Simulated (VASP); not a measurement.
# Na (Im-3m) in VASP: further runs

Na is run at these levels: PBEsol, PBE, LDA; tasks: relaxation of cell and atoms, single point.

Everything below comes from runs of VASP 6.6.1. Logs are shortened: lines on timing, memory, paths and dates and some standing lists are left out, and cuts for length are marked.

**1. The cell of the first run**

Symmetry: Im-3m, No. 229, cubic system. The conventional cell has a = 4.282 Å, b = 4.282 Å, c = 4.282 Å, α = 90.00°, β = 90.00°, γ = 90.00°. Na (site symmetry m-3m) has 14 Na at 3.71 to 4.28 Å within 4.9 Å.

**2. Relaxation of cell and atoms, PBEsol, target pressure 30 GPa, at which the enthalpy is minimised**

INCAR

```
ALGO = Normal
EDIFF = 1E-6
EDIFFG = -0.01
ENCUT = 600
GGA = PS
IBRION = 2
ISIF = 3
ISMEAR = -1
LASPH = T
LCHARG = F
LREAL = F
LWAVE = F
NELM = 80
NSW = 60
PREC = Accurate
PSTRESS = 300.0
SIGMA = 0.05
```

KPOINTS

```
k-points
0
Gamma
  9 9 9
```

POSCAR

```
Na
1.0
   -2.1410000000      2.1410000000      2.1410000000
    2.1410000000     -2.1410000000      2.1410000000
    2.1410000000      2.1410000000     -2.1410000000
Na
1
Direct
    0.0000000000      0.0000000000      0.0000000000
```

Potentials or basis: VASP PAW PBE potentials, release 64 (Na_pv).

Command:

```console
$ cat potpaw_PBE.64/Na_pv/POTCAR > POTCAR
$ mpirun -np 1 vasp_std > vasp.out
```

OUTCAR:

```text
EDIFF = 1E-6
   EDIFFG = -0.01
   ENCUT = 600
   GGA = PS
   IBRION = 2
   ISIF = 3
   ISMEAR = -1
   LASPH = T
   LREAL = F
   NELM = 80
   NSW = 60
   PREC = Accurate
   PSTRESS = 300.0

 ion  position               nearest neighbor table
   1  0.000  0.000  0.000-

  LATTYP: Found a body centered cubic cell.
 ALAT       =     4.2820000000

  Lattice vectors:

 A1 = (  -2.1410000000,   2.1410000000,   2.1410000000)
 A2 = (   2.1410000000,  -2.1410000000,   2.1410000000)
 A3 = (   2.1410000000,   2.1410000000,  -2.1410000000)

Analysis of symmetry for initial positions (statically):
=====================================================================
 Subroutine PRICEL returns:
 Original cell was already a primitive cell.

 Routine SETGRP: Setting up the symmetry group for a
 body centered cubic supercell.

 Subroutine GETGRP returns: Found 48 space group operations
[... 9 lines left out ...]

 Routine SETGRP: Setting up the symmetry group for a
 body centered cubic supercell.

 Subroutine GETGRP returns: Found 48 space group operations
[... 11 lines left out ...]
                                     Primitive cell

  volume of cell :      39.2564

  direct lattice vectors                    reciprocal lattice vectors
    -2.141000000  2.141000000  2.141000000     0.000000000  0.233535731  0.233535731
     2.141000000 -2.141000000  2.141000000     0.233535731  0.000000000  0.233535731
     2.141000000  2.141000000 -2.141000000     0.233535731  0.233535731  0.000000000

  length of vectors
     3.708320779  3.708320779  3.708320779     0.330269398  0.330269398  0.330269398

  position of ions in fractional coordinates (direct lattice)
     0.000000000  0.000000000  0.000000000

  ion indices of the primitive-cell ions
   primitive index   ion index
                 1           1

----------------------------------------------------------------------------------------

 KPOINTS: k-points

Automatic generation of k-mesh.
 Grid dimensions read from file:
 generate k-points for:    9    9    9

 Generating k-lattice:

  Cartesian coordinates                     Fractional coordinates (reciprocal lattice)
     0.000000000  0.025948415  0.025948415     0.111111111  0.000000000  0.000000000
     0.025948415  0.000000000  0.025948415     0.000000000  0.111111111  0.000000000
     0.025948415  0.025948415  0.000000000     0.000000000  0.000000000  0.111111111

  Length of vectors
     0.036696600  0.036696600  0.036696600

  Shift w.r.t. Gamma in fractional coordinates (k-lattice)
     0.000000000  0.000000000  0.000000000

 Subroutine IBZKPT returns following result:
 ===========================================

 Found     35 irreducible k-points:

 Following reciprocal coordinates:
            Coordinates               Weight
  0.000000  0.000000  0.000000      1.000000
  0.111111  0.000000  0.000000     12.000000
  0.222222  0.000000  0.000000     12.000000
  0.333333  0.000000  0.000000     12.000000
  0.444444  0.000000  0.000000     12.000000
  0.111111  0.111111  0.000000     24.000000
[... 16 lines left out ...]
 -0.333333  0.444444  0.111111     48.000000
 -0.444444 -0.444444  0.111111     24.000000
 [... further k-points ...]
   k-points           NKPTS =     35   k-points in BZ     NKDIM =     35   number of bands    NBANDS=      7
   number of dos      NEDOS =    301   number of ions     NIONS =      1
   total plane-waves  NPLWV =  27000
   dimension x,y,z NGX =    30 NGY =   30 NGZ =   30
   dimension x,y,z NGXF=    60 NGYF=   60 NGZF=   60
   ions per type =               1
   NGX,Y,Z   is equivalent  to a cutoff of  13.45, 13.45, 13.45 a.u.
   NGXF,Y,Z  is equivalent  to a cutoff of  26.90, 26.90, 26.90 a.u.
 SYSTEM =  unknown system
   PREC   = accura    normal or accurate (medium, high low for compatibility)
   ISTART =      0    job   : 0-new  1-cont  2-samecut
   ICHARG =      2    charge: 1-file 2-atom 10-const
   ISPIN  =      1    spin polarized calculation?
   LNONCOLLINEAR =      F non collinear calculations
   LSORBIT =      F    spin-orbit coupling
   LASPH  =      T    aspherical Exc in radial PAW
   ENCUT  =  600.0 eV  44.10 Ry    6.64 a.u.   7.41  7.41  7.41*2*pi/ulx,y,z
   NELM   =     80;   NELMIN=  2; NELMDL= -5     # of ELM steps
   EDIFF  = 0.1E-05   stopping-criterion for ELM
   LREAL  =      F    real-space projection
   EDIFFG = -.1E-01   stopping-criterion for IOM
   NSW    =     60    number of steps for IOM
   IBRION =      2    ionic relax: 0-MD 1-quasi-New 2-CG
   NFREE  =      1    steps in history (QN), initial steepest desc. (CG)
   ISIF   =      3    stress and relaxation
   ISYM   =      2    0-nonsym 1-usesym 2-fastsym
   POTIM  = 0.5000    time-step for ionic-motion
   TEBEG  =    0.0;   TEEND  =   0.0 temperature during run
   PSTRESS=  300.0 pullay stress
   NELECT =       7.0000    total number of electrons
   NUPDOWN=      -1.0000    fix difference up-down
   EMIN   =  10.00;   EMAX   =-10.00  energy-range for DOS
   EFERMI =   0.00;   METHOD = LEGACY
   ISMEAR =    -1;   SIGMA  =   0.05  broadening in eV -4-tet -1-fermi 0-gaus
   EFERMI_NEDOS =   21; number of points for ismear=-14 and -15
   IALGO  =     38    algorithm
   IMIX   =      4    mixing-type and parameters
     AMIX     =   0.40;   BMIX     =  1.00
     AMIX_MAG =   1.60;   BMIX_MAG =  1.00
  volume/ion in A,a.u.               =      39.26       264.91
  Fermi-wavevector in a.u.,A,eV,Ry     =   0.921448  1.741284 11.552251  0.849066
  Thomas-Fermi vector in A             =   2.046866
   LORBIT       =      0    0 simple, 1 ext, 2 COOP (PROOUT), +10 PAW based schemes
   GGA     = PS    functional components
   LHFCALC =     F    Hartree Fock is set to
   AEXX    =    0.0000 exact exchange contribution
   IVDW    =     0    specifies the selected vdW correction
   LEPSILON=     F    determine dielectric tensor
   LRPA    =     F    only Hartree local field effects (RPA)
 conjugate gradient relaxation of ions
 non-spin polarized calculation
  energy-cutoff  :      600.00
  volume of cell :       39.26
 maximum number of plane-waves:      1329
 NGX is ok and might be reduce to    30
   NGX = 15   NGY = 15   NGZ = 15

--------------------------------------- Ionic step        1  -------------------------------------------

 number of electron       7.0000007 magnetization

 Free energy of the ion-electron system (eV)
  ---------------------------------------------------
  ext. energy  EPLUGINS =         0.00000000
  ---------------------------------------------------
  free energy    TOTEN  =        -1.40073599 eV

  energy without entropy =       -1.39744132  energy(sigma->0) =       -1.39908866

 E-fermi :   0.1352     XC(G=0):  -6.3522

 val. band max:        0.0395305271   @ k =  -0.3333   0.4444   0.1111
 cond. band min:       0.2308890190   @ k =   0.4444   0.0000   0.0000
 fundamental gap:      0.1913584919
 Fermi energy:         0.1351755794

 k-point     1 :       0.0000    0.0000    0.0000
  band No.  band energies     occupation
      1     -24.6848      2.00000
      2     -24.6848      2.00000
      3     -24.6848      2.00000
      4      -3.0098      2.00000
      5      11.5137      0.00000
      6      11.5137      0.00000
      7      11.5137      0.00000
[... 221 lines left out ...]
 k-point    24 :      -0.4444   -0.4444    0.1111
  band No.  band energies     occupation
      1     -24.7112      2.00000
      2     -24.6991      2.00000
      3     -24.6894      2.00000
      4       1.3968      0.00000
      5       1.8619      0.00000
      6       5.1988      0.00000
      7       8.6783      0.00000

 [... further k-points ...]
[... 5 lines left out ...]
  --------------------------------------------------------------------------------------
  -------------------------------------------------------------------------------------
  Total       -0.1392198     -0.1392198     -0.1392198      0.0000000     -0.0000000      0.0000000
  in kB       -5.6820053     -5.6820053     -5.6820053      0.0000000     -0.0000000      0.0000000
  external PRESSURE =    -305.6820053 kB  Pullay stress =     300.0000000 kB
[... 22 lines left out ...]
  enthalpy is  TOTEN    =         5.9498280471 eV   P V=        7.3505640385

--------------------------------------- Ionic step        2  -------------------------------------------

 number of electron       6.9999999 magnetization

 E-fermi :   8.5571     XC(G=0): -11.2812

 val. band max:        8.4438920947   @ k =  -0.3333   0.4444   0.1111
 cond. band min:       8.8814290425   @ k =   0.4444   0.0000   0.0000
 fundamental gap:      0.4375369478
 Fermi energy:         8.5571022800

 k-point     1 :       0.0000    0.0000    0.0000
  band No.  band energies     occupation
      1     -17.5374      2.00000
      2     -17.5374      2.00000
      3     -17.5374      2.00000
      4       1.3133      2.00000
      5      30.6955      0.00000
      6      30.6955      0.00000
      7      30.6955      0.00000
[... 221 lines left out ...]
 k-point    24 :      -0.4444   -0.4444    0.1111
  band No.  band energies     occupation
      1     -18.8942      2.00000
      2     -18.1775      2.00000
      3     -17.7553      2.00000
      4      10.9405      0.00000
      5      11.9700      0.00000
      6      19.4965      0.00000
      7      26.4277      0.00000

 [... further k-points ...]
[... 5 lines left out ...]
  --------------------------------------------------------------------------------------
  -------------------------------------------------------------------------------------
  Total        7.1438793      7.1438793      7.1438793     -0.0000000      0.0000000      0.0000000
  in kB     1119.1779122   1119.1779122   1119.1779122     -0.0000000      0.0000000      0.0000000
  external PRESSURE =     819.1779122 kB  Pullay stress =     300.0000000 kB
[... 170 lines left out ...]
  enthalpy is  TOTEN    =         2.5585280488 eV   P V=        3.0047314025

--------------------------------------- Ionic step        7  -------------------------------------------

 number of electron       6.9999998 magnetization

 Free energy of the ion-electron system (eV)
  ---------------------------------------------------
  ext. energy  EPLUGINS =         0.00000000
  ---------------------------------------------------
  free energy    TOTEN  =        -0.43539138 eV

  energy without entropy =       -0.43318472  energy(sigma->0) =       -0.43428805

 E-fermi :   4.2359     XC(G=0):  -9.2648

 val. band max:        4.1243111278   @ k =  -0.3333   0.4444   0.1111
 cond. band min:       4.4548367551   @ k =   0.4444   0.0000   0.0000
 fundamental gap:      0.3305256273
 Fermi energy:         4.2359341288

 k-point     1 :       0.0000    0.0000    0.0000
  band No.  band energies     occupation
      1     -20.6237      2.00000
      2     -20.6237      2.00000
      3     -20.6237      2.00000
      4      -1.3217      2.00000
      5      22.4396      0.00000
      6      22.4396      0.00000
      7      22.4396      0.00000
[... 221 lines left out ...]
 k-point    24 :      -0.4444   -0.4444    0.1111
  band No.  band energies     occupation
      1     -21.0696      2.00000
      2     -20.8424      2.00000
      3     -20.6977      2.00000
      4       6.1753      0.00000
      5       7.2789      0.00000
      6      13.0820      0.00000
      7      18.6403      0.00000

 [... further k-points ...]
[... 5 lines left out ...]
  --------------------------------------------------------------------------------------
  -------------------------------------------------------------------------------------
  Total        3.0008765      3.0008765      3.0008765     -0.0000000     -0.0000000      0.0000000
  in kB      300.7018721    300.7018721    300.7018721     -0.0000000     -0.0000000      0.0000000
  external PRESSURE =       0.7018721 kB  Pullay stress =     300.0000000 kB
[... 16 lines left out ...]
  FREE ENERGIE OF THE ION-ELECTRON SYSTEM (eV)
  ---------------------------------------------------
  free  energy   TOTEN  =        -0.4353913815 eV

  energy  without entropy=       -0.4331847192  energy(sigma->0) =       -0.43428805

  enthalpy is  TOTEN    =         2.5584807429 eV   P V=        2.9938721244

 reached required accuracy - stopping structural energy minimisation
```

It took 61 s on 1 thread of Intel Xeon Platinum 8259CL at 2.50GHz (Skylake/Cascade Lake), shared host; peak memory 0.17 GiB.

Results:

```yaml
Free_energy: -0.4354 eV
Relaxed_volume: 15.99 Å³/atom
Relaxed_cell: a = 2.749 Å, b = 2.749 Å, c = 2.749 Å, α = 109.47°, β = 109.47°, γ = 109.47°
Space_group_after_relaxing_to_0.05_Å: Im-3m (No. 229)
Energy_change_on_relaxing_the_enthalpy_is_what_falls: +965.3 meV/atom
Ionic_steps: 7
Pressure_after_relaxing: 30.1 GPa
```

The path:
| step | energy change (eV) | largest force (eV/Å) | pressure (GPa) | volume (Å³) |
| --- | --- | --- | --- | --- |
| 1 | 0.0000 | 0.0000 | -0.57 | 39.26 |
| 2 | 3.1271 | 0.0000 | 111.92 | 10.23 |
| 3 | 0.8553 | 0.0000 | 26.56 | 16.61 |
| 4 | 0.9370 | 0.0000 | 29.12 | 16.14 |
| 5 | 0.9994 | 0.0000 | 31.10 | 15.81 |
| 6 | 0.9545 | 0.0000 | 29.48 | 16.05 |
| 7 | 0.9653 | 0.0000 | 30.07 | 15.99 |

Final structure:
```cif
data_structure
_symmetry_space_group_name_H-M 'P 1'
_symmetry_Int_Tables_number 1
_cell_length_a 2.7488
_cell_length_b 2.7488
_cell_length_c 2.7488
_cell_angle_alpha 109.471
_cell_angle_beta 109.471
_cell_angle_gamma 109.471
_cell_volume 15.99
loop_
_atom_site_label
_atom_site_type_symbol
_atom_site_fract_x
_atom_site_fract_y
_atom_site_fract_z
_atom_site_occupancy
Na1 Na 0.00000 0.00000 0.00000 1
```

Caveat: the cell is relaxed towards a set pressure, so the enthalpy falls and the energy may rise; the volume moved by over 15 % at a fixed basis, so the end points are rough; the PAW data sets were made with another functional, which shifts forces and pressure a little.

**3. Single point, PBE**

INCAR

```
PREC = Accurate ; ENCUT = 520
EDIFF = 1E-6 ; ISMEAR = -1
SIGMA = 0.02 ; LREAL = F
LASPH = T ; NELM = 80
ALGO = Fast ; ISIF = 2
LWAVE = F ; LCHARG = T
GGA = PE ; LELF = T
LVHAR = T ; NBANDS = 10
```

KPOINTS

```
regular mesh
0
Gamma
  4 4 4
```

POSCAR is that of step 2.

Potentials or basis: VASP PAW PBE potentials, release 64 (Na_pv).

Command:

```console
$ cat potpaw_PBE.64/Na_pv/POTCAR > POTCAR
$ mpirun -np 1 vasp_std > vasp.out
```

Wall time 3.8 s (1 thread of Intel Xeon Platinum 8488C (Sapphire Rapids), shared host); peak memory 0.14 GiB.

Results (log left out):

```
Free energy : -1.1968 eV
Pressure    : -0.2 GPa
```

Levels at points of the mesh, in eV from the Fermi level:
| k point | band 1 | band 2 | band 3 | band 4 | band 5 | band 6 | band 7 |
| --- | --- | --- | --- | --- | --- | --- | --- |
| (0.00, 0.00, 0.00) | -24.88 | -24.88 | -24.88 | -3.09 | 11.43 | 11.43 | 11.43 |
| (0.50, 0.00, 0.00) | -24.91 | -24.89 | -24.88 | 0.81 | 1.22 | 8.04 | 8.84 |
| (0.50, 0.50, 0.50) | -24.90 | -24.90 | -24.90 | 4.49 | 4.49 | 4.77 | 4.77 |

Caveat: the k points lie up to 0.52 Å⁻¹ apart.

**4. Single point, LDA**

INCAR

```
SYSTEM = Na
PREC = Accurate
ENCUT = 520
EDIFF = 1E-7
ISMEAR = 0
SIGMA = 0.05
LREAL = .False.
LASPH = .True.
NELM = 80
ALGO = Normal
ISIF = 2
LWAVE = .False.
LCHARG = .False.
GGA = CA
NBANDS = 10
```

KPOINTS

```
regular mesh
0
Gamma
  9 9 9
  0 0 0
```

POSCAR is that of step 3.

Potentials or basis: VASP PAW LDA potentials, release 64 (Na_pv).

Command:

```console
$ cat potpaw_LDA.64/Na_pv/POTCAR > POTCAR
$ mpirun -np 1 vasp_std > vasp.out
```

Wall time 6.6 s (1 thread of Intel Xeon Platinum 8488C (Sapphire Rapids), shared host); peak memory 0.13 GiB.

The run converged. Its results:

| Property | Result |
| --- | --- |
| Free energy | -1.4356 eV |
| Pressure | -1.1 GPa |

Levels at points of the mesh, in eV from the Fermi level:
```tsv
k point	band 1	band 2	band 3	band 4	band 5	band 6
(0.00, 0.00, 0.00)	-24.93	-24.93	-24.93	-3.10	11.35	11.35
```

**5. Overview**

```csv
task,level,potentials or basis,cell,k mesh,cutoff (eV),smearing,gap on the mesh (eV),pressure (GPa)
relaxation of cell and atoms,PBEsol,"VASP PAW PBE potentials, release 64 (Na_pv)",relaxed to 30 GPa,9 × 9 × 9,600,fermi-dirac 0.05 eV,none,30.1
single point,PBE,"VASP PAW PBE potentials, release 64 (Na_pv)",as given,4 × 4 × 4,520,fermi-dirac 0.02 eV,none,-0.2
single point,LDA,"VASP PAW LDA potentials, release 64 (Na_pv)",as given,9 × 9 × 9,520,gaussian 0.05 eV,none,-1.1
```

Alike in all rows: no spin polarisation.

Caveats: some runs use coarse meshes; the cell is relaxed towards a set pressure, so the enthalpy falls and the energy may rise (some runs); the volume moved by over 15 % at a fixed basis, so the end points are rough (some runs); the PAW data sets were made with another functional, which shifts forces and pressure a little (some runs).

Absolute energies hang on the potentials; compare differences alone.
